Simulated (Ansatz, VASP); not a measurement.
Two plane-wave programs on ZnSi2N

Contents of INCAR:

```
SYSTEM = ZnSi2N
PREC = Accurate
ENCUT = 600
EDIFF = 1E-6
ISMEAR = 0
SIGMA = 0.1
LREAL = .False.
LASPH = .True.
NELM = 60
ALGO = Normal
ISIF = 3
LWAVE = .False.
LCHARG = .False.
GGA = PE
IBRION = 2
NSW = 100
EDIFFG = -0.01
```

KPOINTS

```
Automatic mesh
0
Gamma
  18 18 6
  0 0 0
```

The input POSCAR:

```
ZnSi2N
1.0
    2.7312891725      0.0000000000      0.0000000000
   -1.3656445863      2.3653658085      0.0000000000
    0.0000000000      0.0000000000      7.6022890808
Zn Si N
1 2 1
Direct
    0.0000000000      0.0000000000      0.0000000000
    0.3333333333      0.6666666667      0.3240023754
    0.6666666667      0.3333333333      0.6759976246
    0.0000000000      0.0000000000      0.5000000000
```

Input for Ansatz:

```yaml
crystal:
  lattice:
    - [2.7312891725, 0.0, 0.0]
    - [-1.3656445863, 2.3653658085, 0.0]
    - [0.0, 0.0, 7.6022890808]
  atoms:
    - { symbol: Zn, position: [0.0, 0.0, 0.0] }
    - { symbol: Si, position: [0.3333333333, 0.6666666667, 0.3240023754] }
    - { symbol: Si, position: [0.6666666667, 0.3333333333, 0.6759976246] }
    - { symbol: "N", position: [0.0, 0.0, 0.5] }
basis:
  ecutwfc: 420
kpoints:
  mp_grid: { grid: [18, 18, 6] }
hamiltonian:
  xc: pbe
scf:
  occupations: { method: gaussian, width: 0.1 }
output:
  forces: true
  stress: true
  eigenvalues: true
  write_density: true
  write_potential: true
  elf: true
  volumetric_format: npy
relax:
  adjacent_minimum: "off"
  f_tol: 0.01
  max_steps: 80
  cell: { stress_tol: 0.05 }
```

Change from the starting cell: species swapped into the NiSn2Au type (P-3m1, No. 164).

Alike in both runs: task relaxation of cell and atoms; functional PBE; k mesh 18 × 18 × 6; occupations gaussian, width 0.1 eV; no spin polarisation.

|  | VASP | Ansatz |
| --- | --- | --- |
| version | VASP 6.6.1 | Ansatz 0.2.0 |
| potentials or method | VASP PAW PBE potentials, release 64 (Zn, Si, N), cutoff 600 eV | scalar-relativistic, plane waves, PAW |
| valence electrons in the cell | 25 | 25 |

Ansatz gave:

| Item | Value |
| --- | --- |
| gap on the k mesh at the Fermi level, each at its own relaxed structure (eV) | none |
| relaxed volume (Å³/atom) | 12.65 |
| relaxed length of the cell vector where the two differ most in proportion (Å) | 7.916 |

Problem. What did VASP give for the same quantities?

Solution. gap on the k mesh at the Fermi level, each at its own relaxed structure (eV): none; relaxed volume (Å³/atom): 12.65; relaxed length of the cell vector where the two differ most in proportion (Å): 7.918.

A gap of «none» marks a metal or a gap that the smearing closes.
